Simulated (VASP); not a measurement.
A run of VASP 6.6.1:

The input INCAR:

```
PREC = Accurate ; ENCUT = 600
EDIFF = 1E-6 ; ISMEAR = -1
SIGMA = 0.1 ; LREAL = False
LASPH = True ; NELM = 100
ALGO = Normal ; ISIF = 3
LWAVE = False ; LCHARG = False
GGA = CA ; IBRION = 2
NSW = 60 ; EDIFFG = -0.005
PSTRESS = 220.0
```

File KPOINTS:

```
regular mesh
0
Gamma
  15 15 8
```

POSCAR

```
Na
1.0
    2.8938378812      0.0000000000      0.0000000000
   -1.4469189406      2.5061371195      0.0000000000
    0.0000000000      0.0000000000      4.6880173675
Na
2
Direct
    0.3333333333      0.6666666667      0.2500000000
    0.6666666667      0.3333333333      0.7500000000
```

Potentials or basis: VASP PAW LDA potentials, release 64 (Na_pv).

Run with:

```console
$ cat potpaw_LDA.64/Na_pv/POTCAR > POTCAR
$ mpirun -np 1 vasp_std > vasp.out
```

Hardware: 1 thread of Intel(R) Xeon(R) 6975P-C (Granite Rapids), with other jobs on the host.

Q: How long does it take, and how much memory?

A: Run time: 44 s on 1 thread of Intel(R) Xeon(R) 6975P-C (Granite Rapids), on a shared host, peak memory 0.17 GiB. Counts: scf iterations 39, k points 135, ion steps 9.
